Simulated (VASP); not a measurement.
A run of VASP 6.6.1 is set up as follows.

The input INCAR:

```
PREC = Accurate ; ENCUT = 520
EDIFF = 1E-6 ; ISMEAR = 0
SIGMA = 0.1 ; LREAL = F
LASPH = T ; NELM = 80
ALGO = Normal ; ISIF = 2
LWAVE = F ; LCHARG = F
GGA = PS ; NBANDS = 11
```

The input KPOINTS:

```
regular mesh
0
Gamma
  18 18 18
```

File POSCAR:

```
Pd
1.0
   -1.5225183064      1.5225183064      1.5225183064
    1.5225183064     -1.5225183064      1.5225183064
    1.5225183064      1.5225183064     -1.5225183064
Pd
1
Direct
    0.0000000000      0.0000000000      0.0000000000
```

Potentials or basis: VASP PAW PBE potentials, release 64 (Pd).

Command:

```console
$ cat potpaw_PBE.64/Pd/POTCAR > POTCAR
$ mpirun -np 1 vasp_std > vasp.out
```

Question: Predict the band gap on the k mesh.

Answer: Zero (band 5 reaches 11.05 eV, above the bottom of band 6 at 9.25 eV).

Question: What does it give for the pressure?

Answer: 7.9 GPa.

Caveat: the cell differs from its parent crystal (strained); the PAW data sets were made with another functional, which shifts forces and pressure a little.
